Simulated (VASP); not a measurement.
# CrB2 (P6/mmm) in VASP: single point with LDA

Aim: the single point of CrB2 with LDA.

All numbers are computed with VASP 6.6.1; they aren't measurements. Logs are shortened: lines on timing, memory, paths and dates and some standing lists are left out, and cuts for length are marked.

### 1 The cell of the first run

Symmetry: P6/mmm, No. 191, hexagonal system. Conventional cell: a = 2.935 Å, b = 2.935 Å, c = 2.827 Å, α = 90.00°, β = 90.00°, γ = 120.00°. Within 3.0 Å of Cr (site symmetry 6/mmm) lie 12 B at 2.21 Å and 8 Cr at 2.83 to 2.93 Å. Within 2.3 Å of B (site symmetry -6m2) lie 3 B at 1.69 Å and 6 Cr at 2.21 Å.

### 2 Single point, LDA, collinear spin, antiferromagnetic start (7.03 Å³/atom)

Input file INCAR:

```
SYSTEM = CrB2
ALGO = Normal ; EDIFF = 1E-6
ENCUT = 520 ; ISIF = 2
ISMEAR = 0 ; ISPIN = 2
LASPH = .True. ; LCHARG = .False.
LMAXMIX = 4 ; LORBIT = 11
LREAL = .False. ; LWAVE = .False.
MAGMOM = 0.64 -0.64 0 0 0 0 ; NBANDS = 31
NELM = 150 ; PREC = Accurate
SIGMA = 0.05
```

Input file KPOINTS:

```
k-points
0
Gamma
  16 16 8
  0 0 0
```

Input file POSCAR:

```
CrB2
1.0
    2.9345822706      0.0000000000      0.0000000000
   -1.4672911353      2.5414227959      0.0000000000
    0.0000000000      0.0000000000      5.6539631924
Cr B
2 4
Direct
    0.0000000000      0.0000000000      0.0000000000
    0.0000000000      0.0000000000      0.5000000000
    0.3333333333      0.6666666667      0.2500002010
    0.6666666667      0.3333333333      0.2500002010
    0.3333333333      0.6666666667      0.7499997990
    0.6666666667      0.3333333333      0.7499997990
```

Potentials or basis: VASP PAW LDA potentials, release 64 (Cr_pv, B).

Command:

```
cat potpaw_LDA.64/Cr_pv/POTCAR potpaw_LDA.64/B/POTCAR > POTCAR
mpirun -np 1 vasp_std > vasp.out
```

OUTCAR:

```text
SYSTEM = CrB2
   EDIFF = 1E-6
   ENCUT = 520
   ISIF = 2
   ISMEAR = 0
   ISPIN = 2
   LASPH = .True.
   LORBIT = 11
   LREAL = .False.
   NELM = 150
   PREC = Accurate

 ion  position               nearest neighbor table
   1  0.000  0.000  0.000-   3 2.21   4 2.21   5 2.21   6 2.21   4 2.21   6 2.21   3 2.21   5 2.21
                             4 2.21   6 2.21   3 2.21   5 2.21   2 2.83   2 2.83
   2  0.000  0.000  0.500-   3 2.21   4 2.21   5 2.21   6 2.21   4 2.21   6 2.21   3 2.21   5 2.21
                             4 2.21   6 2.21   3 2.21   5 2.21   1 2.83   1 2.83
   3  0.333  0.667  0.250-   4 1.69   4 1.69   4 1.69   2 2.21   2 2.21   2 2.21   1 2.21   1 2.21
                             1 2.21
   4  0.667  0.333  0.250-   3 1.69   3 1.69   3 1.69   2 2.21   2 2.21   2 2.21   1 2.21   1 2.21
                             1 2.21
   5  0.333  0.667  0.750-   6 1.69   6 1.69   6 1.69   2 2.21   2 2.21   2 2.21   1 2.21   1 2.21
                             1 2.21
   6  0.667  0.333  0.750-   5 1.69   5 1.69   5 1.69   2 2.21   2 2.21   2 2.21   1 2.21   1 2.21
                             1 2.21

  LATTYP: Found a hexagonal cell.
 ALAT       =     2.9345822706
 C/A-ratio  =     1.9266671271

  Lattice vectors:

 A1 = (   2.9345822706,   0.0000000000,   0.0000000000)
 A2 = (  -1.4672911353,   2.5414227959,   0.0000000000)
 A3 = (   0.0000000000,   0.0000000000,   5.6539631924)

Analysis of symmetry for initial positions (statically):
=====================================================================
 Subroutine PRICEL returns following result:

  LATTYP: Found a hexagonal cell.
 ALAT       =     2.9345822706
 C/A-ratio  =     0.9633335635

  Lattice vectors:

 A1 = (   2.9345822706,   0.0000000000,   0.0000000000)
 A2 = (  -1.4672911353,   2.5414227959,   0.0000000000)
 A3 = (   0.0000000000,   0.0000000000,   2.8269815962)

   2 primitive cells build up your supercell.

 Routine SETGRP: Setting up the symmetry group for a
 hexagonal supercell.

 Subroutine GETGRP returns: Found 24 space group operations
 (whereof 24 operations were pure point group operations)
 out of a pool of 24 trial point group operations.

The static configuration has the point symmetry D_6h.

Analysis of symmetry for dynamics (positions and initial velocities):
=====================================================================
 Subroutine PRICEL returns following result:

  LATTYP: Found a hexagonal cell.
 ALAT       =     2.9345822706
 C/A-ratio  =     0.9633335635

  Lattice vectors:

 A1 = (   2.9345822706,   0.0000000000,   0.0000000000)
 A2 = (  -1.4672911353,   2.5414227959,   0.0000000000)
 A3 = (   0.0000000000,   0.0000000000,   2.8269815962)

   2 primitive cells build up your supercell.

 Routine SETGRP: Setting up the symmetry group for a
 hexagonal supercell.

 Subroutine GETGRP returns: Found 24 space group operations
 (whereof 24 operations were pure point group operations)
 out of a pool of 24 trial point group operations.

The dynamic configuration has the point symmetry D_6h.

Analysis of structural, dynamic, and magnetic symmetry:
=====================================================================
 Subroutine PRICEL returns following result:

  LATTYP: Found a hexagonal cell.
 ALAT       =     2.9345822706
 C/A-ratio  =     0.9633335635

  Lattice vectors:

 A1 = (   2.9345822706,   0.0000000000,   0.0000000000)
 A2 = (  -1.4672911353,   2.5414227959,   0.0000000000)
 A3 = (   0.0000000000,   0.0000000000,   2.8269815962)

   2 primitive cells build up your supercell.

 Routine SETGRP: Setting up the symmetry group for a
 hexagonal supercell.

 Subroutine GETGRP returns: Found 24 space group operations
 (whereof 24 operations were pure point group operations)
 out of a pool of 24 trial point group operations.

The overall configuration has the point symmetry D_6h.

 Subroutine INISYM returns: Found 24 space group operations
 (whereof 24 operations are pure point group operations),
 and found     2 'primitive' translations

----------------------------------------------------------------------------------------

                                     Primitive cell

  volume of cell :      21.0837

  direct lattice vectors                    reciprocal lattice vectors
     2.934582271  0.000000000  0.000000000     0.340764002  0.196740189  0.000000000
    -1.467291135  2.541422796  0.000000000     0.000000000  0.393480377  0.000000000
     0.000000000  0.000000000  2.826981596     0.000000000  0.000000000  0.353734174

  length of vectors
     2.934582271  2.934582271  2.826981596     0.393480377  0.393480377  0.353734174

  position of ions in fractional coordinates (direct lattice)
     0.000000000  0.000000000  0.000000000
     0.333333333  0.666666667  0.500000402
     0.666666667  0.333333333  0.500000402

  ion indices of the primitive-cell ions
   primitive index   ion index
                 1           1
                 2           3
                 3           4

----------------------------------------------------------------------------------------

 KPOINTS: k-points

Automatic generation of k-mesh.
 Grid dimensions read from file:
 generate k-points for:   16   16    8

 Generating k-lattice:

  Cartesian coordinates                     Fractional coordinates (reciprocal lattice)
     0.021297750  0.012296262  0.000000000     0.062500000 -0.000000000  0.000000000
     0.000000000  0.024592524  0.000000000     0.000000000  0.062500000  0.000000000
     0.000000000  0.000000000  0.022108386     0.000000000  0.000000000  0.125000000

  Length of vectors
     0.024592524  0.024592524  0.022108386

  Shift w.r.t. Gamma in fractional coordinates (k-lattice)
     0.000000000  0.000000000  0.000000000

 Subroutine IBZKPT returns following result:
 ===========================================

 Found    150 irreducible k-points:

 Following reciprocal coordinates:
            Coordinates               Weight
  0.000000  0.000000  0.000000      1.000000
  0.062500 -0.000000  0.000000      6.000000
  0.125000 -0.000000  0.000000      6.000000
  0.187500 -0.000000  0.000000      6.000000
  0.250000 -0.000000  0.000000      6.000000
  0.312500  0.000000  0.000000      6.000000
[... 16 lines left out ...]
  0.187500  0.187500  0.000000      6.000000
  0.250000  0.187500  0.000000     12.000000
 [... further k-points ...]
   k-points           NKPTS =    150   k-points in BZ     NKDIM =    150   number of bands    NBANDS=     31
   number of dos      NEDOS =    301   number of ions     NIONS =      6
   total plane-waves  NPLWV =  24192
   dimension x,y,z NGX =    24 NGY =   24 NGZ =   42
   dimension x,y,z NGXF=    48 NGYF=   48 NGZF=   84
   ions per type =               2   4
   NGX,Y,Z   is equivalent  to a cutoff of  13.60, 13.60, 12.35 a.u.
   NGXF,Y,Z  is equivalent  to a cutoff of  27.19, 27.19, 24.70 a.u.
 SYSTEM =  CrB2
   PREC   = accura    normal or accurate (medium, high low for compatibility)
   ISTART =      0    job   : 0-new  1-cont  2-samecut
   ICHARG =      2    charge: 1-file 2-atom 10-const
   ISPIN  =      2    spin polarized calculation?
   LNONCOLLINEAR =      F non collinear calculations
   LSORBIT =      F    spin-orbit coupling
   LASPH  =      T    aspherical Exc in radial PAW
   ENCUT  =  520.0 eV  38.22 Ry    6.18 a.u.   5.46  5.46 10.51*2*pi/ulx,y,z
   NELM   =    150;   NELMIN=  2; NELMDL= -5     # of ELM steps
   EDIFF  = 0.1E-05   stopping-criterion for ELM
   LREAL  =      F    real-space projection
   EDIFFG = 0.1E-04   stopping-criterion for IOM
   NSW    =      0    number of steps for IOM
   IBRION =     -1    ionic relax: 0-MD 1-quasi-New 2-CG
   NFREE  =      0    steps in history (QN), initial steepest desc. (CG)
   ISIF   =      2    stress and relaxation
   ISYM   =      2    0-nonsym 1-usesym 2-fastsym
   POTIM  = 0.5000    time-step for ionic-motion
   TEBEG  =    0.0;   TEEND  =   0.0 temperature during run
   PSTRESS=    0.0 pullay stress
   NELECT =      36.0000    total number of electrons
   NUPDOWN=      -1.0000    fix difference up-down
   EMIN   =  10.00;   EMAX   =-10.00  energy-range for DOS
   EFERMI =   0.00;   METHOD = LEGACY
   ISMEAR =     0;   SIGMA  =   0.05  broadening in eV -4-tet -1-fermi 0-gaus
   EFERMI_NEDOS =   21; number of points for ismear=-14 and -15
   IALGO  =     38    algorithm
   IMIX   =      4    mixing-type and parameters
     AMIX     =   0.40;   BMIX     =  1.00
     AMIX_MAG =   1.60;   BMIX_MAG =  1.00
  volume/ion in A,a.u.               =       7.03        47.43
  Fermi-wavevector in a.u.,A,eV,Ry     =   1.553043  2.934827 32.816489  2.411944
  Thomas-Fermi vector in A             =   2.657331
   LORBIT       =     11    0 simple, 1 ext, 2 COOP (PROOUT), +10 PAW based schemes
   GGA     = CA    functional components
   LHFCALC =     F    Hartree Fock is set to
   AEXX    =    0.0000 exact exchange contribution
   IVDW    =     0    specifies the selected vdW correction
   LEPSILON=     F    determine dielectric tensor
   LRPA    =     F    only Hartree local field effects (RPA)
 spin polarized calculation
 Gauss-broadening in eV      SIGMA  =   0.05
  energy-cutoff  :      520.00
  volume of cell :       42.17
 maximum number of plane-waves:      1186
 NGX is ok and might be reduce to    24
   NGX = 11   NGY = 11   NGZ = 21

 number of electron      35.9999993 magnetization       0.0000000

 number of electron      35.9999993 magnetization      -0.0000000

 Free energy of the ion-electron system (eV)
  ---------------------------------------------------
  ext. energy  EPLUGINS =         0.00000000
  ---------------------------------------------------
  free energy    TOTEN  =       -53.40158875 eV

  energy without entropy =      -53.39579009  energy(sigma->0) =      -53.39868942

 E-fermi :  12.0974     XC(G=0): -13.9579

 val. band max:       12.0958533697   @ k =   0.3125   0.3125   0.2500
 cond. band min:      12.0978715549   @ k =   0.4375   0.0625   0.0000
 fundamental gap:      0.0020181852
 Fermi energy:        12.0974289750

 spin component 1

 k-point     1 :       0.0000    0.0000    0.0000
  band No.  band energies     occupation
      1     -31.6691      1.00000
      2     -31.4349      1.00000
      3     -31.1971      1.00000
      4     -31.1971      1.00000
      5     -31.1738      1.00000
      6     -31.1738      1.00000
[... 22 lines left out ...]
     29      17.7318      0.00000
     30      18.7605      0.00000
[... 728 lines left out ...]
  band No.  band energies     occupation
      1     -31.6304      1.00000
      2     -31.4064      1.00000
      3     -31.3676      1.00000
      4     -31.3360      1.00000
      5     -31.2700      1.00000
      6     -31.2418      1.00000
[... 22 lines left out ...]
     29      20.3508      0.00000
     30      20.3581      0.00000

 [... further k-points ...]

 spin component 2

 k-point     1 :       0.0000    0.0000    0.0000
  band No.  band energies     occupation
      1     -31.6691      1.00000
      2     -31.4349      1.00000
      3     -31.1971      1.00000
      4     -31.1971      1.00000
      5     -31.1738      1.00000
      6     -31.1738      1.00000
[... 22 lines left out ...]
     29      17.7318      0.00000
     30      18.7605      0.00000
[... 728 lines left out ...]
  band No.  band energies     occupation
      1     -31.6304      1.00000
      2     -31.4064      1.00000
      3     -31.3676      1.00000
      4     -31.3360      1.00000
      5     -31.2700      1.00000
      6     -31.2418      1.00000
[... 22 lines left out ...]
     29      20.3508      0.00000
     30      20.3581      0.00000

 [... further k-points ...]

 [bands above 30 left out]

------------------------ aborting loop because EDIFF is reached ----------------------------------------

  FORCE on cell =-STRESS in cart. coord.  units (eV):
  Direction    XX          YY          ZZ          XY          YZ          ZX
  --------------------------------------------------------------------------------------
  -------------------------------------------------------------------------------------
  Total        1.6416411      1.6416411      1.5947254      0.0000000     -0.0000000      0.0000000
  in kB       62.3752948     62.3752948     60.5926998      0.0000000     -0.0000000      0.0000000
  external PRESSURE =      61.7810965 kB  Pullay stress =       0.0000000 kB

 VOLUME and BASIS-vectors are now :
 -----------------------------------------------------------------------------
  energy-cutoff  :      520.00
  volume of cell :       42.17
      direct lattice vectors                 reciprocal lattice vectors
     2.934582271  0.000000000  0.000000000     0.340764002  0.196740189  0.000000000
    -1.467291135  2.541422796  0.000000000     0.000000000  0.393480377  0.000000000
     0.000000000  0.000000000  5.653963192     0.000000000  0.000000000  0.176867087

 POSITION                                       TOTAL-FORCE (eV/Angst)
 -----------------------------------------------------------------------------------
      0.00000      0.00000      0.00000         0.000000     -0.000000      0.000000
      0.00000      0.00000      2.82698         0.000000     -0.000000     -0.000000
     -0.00000      1.69428      1.41349        -0.000000      0.000000      0.000000
      1.46729      0.84714      1.41349         0.000000      0.000000      0.000000
     -0.00000      1.69428      4.24047        -0.000000     -0.000000      0.000000
      1.46729      0.84714      4.24047         0.000000      0.000000      0.000000
 -----------------------------------------------------------------------------------
    total drift:                               -0.000000      0.000000      0.000000

  FREE ENERGIE OF THE ION-ELECTRON SYSTEM (eV)
  ---------------------------------------------------
  free  energy   TOTEN  =       -53.4015887493 eV

  energy  without entropy=      -53.3957900906  energy(sigma->0) =      -53.39868942

 total charge

# of ion       s       p       d       tot
------------------------------------------
    1        0.304   6.430   4.561  11.295
    2        0.304   6.430   4.561  11.295
    3        0.696   1.421   0.000   2.117
    4        0.696   1.421   0.000   2.117
    5        0.696   1.421   0.000   2.117
    6        0.696   1.421   0.000   2.117
--------------------------------------------------
tot          3.392  18.542   9.122  31.057

 magnetization (x)

# of ion       s       p       d       tot
------------------------------------------
    1       -0.000  -0.000  -0.000  -0.000
    2        0.000   0.000   0.000   0.000
    3        0.000   0.000   0.000   0.000
    4        0.000   0.000   0.000   0.000
    5        0.000   0.000   0.000   0.000
    6        0.000   0.000   0.000   0.000
--------------------------------------------------
tot          0.000   0.000   0.000   0.000
```

It took 4 min on 1 thread of Intel Xeon 6975P-C (Granite Rapids), shared host; peak memory 0.36 GiB.

What came out:

| Quantity | Value |
| --- | --- |
| Free energy | -53.4016 eV |
| Pressure | 6.2 GPa |
| Band gap on the k mesh | zero (filled and empty bands overlap) |
| Net moment | 0.00 μB per cell |
| Valence electrons inside the program's atomic spheres | Cr 11.29; B 2.12 |

Stress tensor (GPa, compression positive):
```
6.24 0.00 0.00
0.00 6.24 0.00
0.00 0.00 6.06
```

Caveat: the cell stands under pressure.
